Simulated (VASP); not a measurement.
## Pt: single point with PBEsol

The system is Pt.

```xyz
2
Lattice="2.9815 0.0000 0.0000 -1.4908 2.5821 0.0000 0.0000 0.0000 4.4088" Properties=species:S:1:pos:R:3 pbc="T T T"
Pt    1.4908    0.8607    3.3066
Pt    0.0000    1.7214    1.1022
```

This cell differs from its parent crystal: strain +0.080 along x and y, -0.080 along z.

```yaml
Program: VASP 6.6.1
Task: single point
Functional: PBEsol
Potentials_or_basis: VASP PAW PBE potentials, release 64 (Pt)
Cutoff: 520 eV
k_mesh: 18 × 18 × 10
Occupations: gaussian, width 0.15 eV
Spin: no spin polarisation
```

```json
{
  "Pressure": "-21.7 GPa",
  "Band gap on the k mesh": "zero (band 10 reaches 9.39 eV, above the bottom of band 11 at 8.26 eV)"
}
```

Stress tensor (GPa, compression positive):
```
-23.24   0.00   0.00
  0.00 -23.24   0.00
  0.00   0.00 -18.58
```

Levels at points of the mesh, in eV from the Fermi level:
| k point | band 7 | band 8 | band 9 | band 10 | band 11 | band 12 | band 13 | band 14 |
| --- | --- | --- | --- | --- | --- | --- | --- | --- |
| (0.00, 0.00, 0.00) | -2.48 | -2.45 | -2.45 | -0.29 | -0.29 | 0.73 | 6.17 | 14.33 |
| (0.50, 0.00, 0.00) | -2.01 | -0.42 | 0.01 | 0.39 | 1.61 | 2.62 | 7.90 | 9.50 |
| (0.00, 0.00, 0.50) | -3.14 | -3.14 | -0.74 | -0.74 | -0.74 | -0.74 | 13.94 | 13.94 |
| (0.50, 0.00, 0.50) | -0.84 | -0.84 | -0.14 | -0.14 | 1.51 | 1.51 | 5.53 | 5.53 |

It took 36 s on 1 thread of Intel(R) Xeon(R) 6975P-C (Granite Rapids) (shared host), peak memory 0.23 GiB.

Caveat: the cell differs from its parent crystal (strain +0.080 along x and y, -0.080 along z); the PAW data sets were made with another functional, which shifts forces and pressure a little; spin-orbit coupling is left out, which moves the levels of the heavy elements.
